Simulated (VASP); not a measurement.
Here is a VASP 6.6.1 calculation.

INCAR

```
SYSTEM = H15C2NO6
PREC = Accurate
ENCUT = 520
EDIFF = 1E-6
ISMEAR = -1
SIGMA = 0.05
LREAL = Auto
LASPH = .TRUE.
NELM = 60
ALGO = Normal
ISIF = 2
LWAVE = .FALSE.
LCHARG = .FALSE.
GGA = PE
NBANDS = 50
```

The input KPOINTS:

```
Automatic mesh
0
G
  1 1 1
  0 0 0
```

The input POSCAR:

```
H15C2NO6
1.0
    6.4392770000      0.0000000000      0.0000000000
    0.0000000000      6.4392770000      0.0000000000
    0.0000000000      0.0000000000      6.4392770000
O H C N
6 15 2 1
Direct
    0.5464899243      0.0510150441      0.8113643814
    0.4147825913      0.2433192422      0.2459592902
    0.4220970770      0.6458799645      0.8374853264
    0.0775087017      0.4663567043      0.3781014546
    0.7178290358      0.3968147356      0.5765243520
    0.3371651817      0.8243006164      0.2756210053
    0.6484423639     -0.0483749961      0.8716661824
    0.6185321737      0.1630307253      0.7570259829
    0.5285065389      0.2362532315      0.1486346992
    0.3886150572      0.0924327374      0.2932472077
    0.4659218729      0.7724624985      0.7778513023
    0.5142036909      0.5411166502      0.7890326818
    0.1922420794      0.5845687334      0.3756167036
    0.1991838525      0.3634724830      0.3334069958
    0.6226941317      0.3407214816      0.4788115187
    0.8469118505      0.4249545407      0.5065941409
    0.2150862589      0.7777736538      0.1882664777
    0.4544298995      0.7293520686      0.2312992592
    0.0366190179      0.2766304354      0.8750982447
    0.2461301168      0.1120312110      0.9471715536
    0.0677715837      0.0778192956      0.7059954091
    0.1010361878      0.1203395971      0.8674576354
   -0.0155607532      0.0016772069      1.0080479532
   -0.1076828967     -0.1072170059      1.1176720616
```

Potentials or basis: VASP PAW PBE potentials, release 64 (O, H, C, N).

Command:

```sh
$ cat potpaw_PBE.64/O/POTCAR potpaw_PBE.64/H/POTCAR potpaw_PBE.64/C/POTCAR potpaw_PBE.64/N/POTCAR > POTCAR
$ mpirun -np 1 vasp_gam > vasp.out
```

(1) What does it give for the pressure?

(2) What does it give for the largest force?

(3) Estimate the band gap on the k mesh.

Answers

(1) 1.7 GPa.

(2) 4.641 eV/Å.

(3) 4.64 eV.

Caveat: the k points lie up to 0.98 Å⁻¹ apart.
